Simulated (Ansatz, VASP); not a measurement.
**In in VASP and in Ansatz**

File INCAR:

```
  ALGO = Normal
  EDIFF = 1E-6
  ENCUT = 520
  GGA = PE
  ISIF = 2
  ISMEAR = 0
  LASPH = True
  LCHARG = True
  LELF = True
  LREAL = False
  LVHAR = True
  LWAVE = False
  NBANDS = 26
  NELM = 80
  PREC = Accurate
  SIGMA = 0.1
```

Contents of KPOINTS:

```
k-points
0
Gamma
  10 10 10
```

File POSCAR:

```
In
1.0
    4.3141561414      0.0000000000      0.0000000000
    0.0000000000      4.3141561414      0.0000000000
    0.0000000000      0.0000000000      4.3141561414
In
3
Direct
    0.5000000000      0.0000000000      0.0000000000
    0.0000000000      0.5000000000      0.0000000000
    0.0000000000      0.0000000000      0.5000000000
```

Input for Ansatz:

```yaml
crystal:
  lattice:
    - [4.3141561414, 0.0, 0.0]
    - [0.0, 4.3141561414, 0.0]
    - [0.0, 0.0, 4.3141561414]
  atoms:
    - { symbol: In, position: [0.5, 0.0, 0.0] }
    - { symbol: In, position: [0.0, 0.5, 0.0] }
    - { symbol: In, position: [0.0, 0.0, 0.5] }
basis:
  ecutwfc: 420
kpoints:
  mp_grid: { grid: [10, 10, 10] }
hamiltonian:
  xc: pbe
scf:
  occupations: { method: gaussian, width: 0.1 }
output:
  forces: true
  stress: true
  eigenvalues: true
  write_density: true
  write_potential: true
  elf: true
  volumetric_format: npy
```

Alike in both runs: task single point; functional PBE; k mesh 10 × 10 × 10; occupations gaussian, width 0.1 eV; no spin polarisation.

|  | VASP | Ansatz |
| --- | --- | --- |
| version | VASP 6.6.1 | Ansatz 0.2.0 |
| potentials or method | VASP PAW PBE potentials, release 64 (In_d), cutoff 520 eV | scalar-relativistic, plane waves, PAW |
| valence electrons in the cell | 39 | 39 |

```csv
,VASP,Ansatz,Ansatz less VASP
gap on the k mesh at the Fermi level (eV),none,none,-
pressure (GPa),5.2,5.2,+0.01
```

A gap of «none» marks a metal or a gap that the smearing closes.
